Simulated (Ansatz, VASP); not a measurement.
## Ag: VASP beside Ansatz

```
Ag
1.0
     1.47305    0.85046    7.20465
    -1.47305    0.85046    7.20465
     0.00000   -1.70093    7.20465
Ag
3
Direct
  0.01111 0.01111 0.96111
  0.76660 0.76660 0.81660
  0.22228 0.22228 0.22228
```

Change from the starting cell: shortest bond scaled by 1.1, LAPW.

Alike in both runs: task single point; functional PBE; k mesh 12 × 12 × 12; occupations fermi-dirac, width 0.05 eV; no spin polarisation.

|  | VASP | Ansatz |
| --- | --- | --- |
| version | VASP 6.6.1 | Ansatz 0.2.0 |
| potentials or method | VASP PAW PBE potentials, release 64 (Ag), cutoff 520 eV | all-electron LAPW, scalar-relativistic |

|  | VASP | Ansatz | Ansatz less VASP |
| --- | --- | --- | --- |
| pressure (GPa) | 0.6 | 0.7 | +0.11 |
| traceless stress, the component that is largest in VASP (GPa) | 0.71 | 0.72 | +0.009 |
| rms of the force components (eV/Å) | 0.337 | 0.340 | +0.0031 |

Atom by atom the forces differ by 0.003 eV/Å (rms over components). Ansatz ran all-electron here, and VASP with PAW potentials.
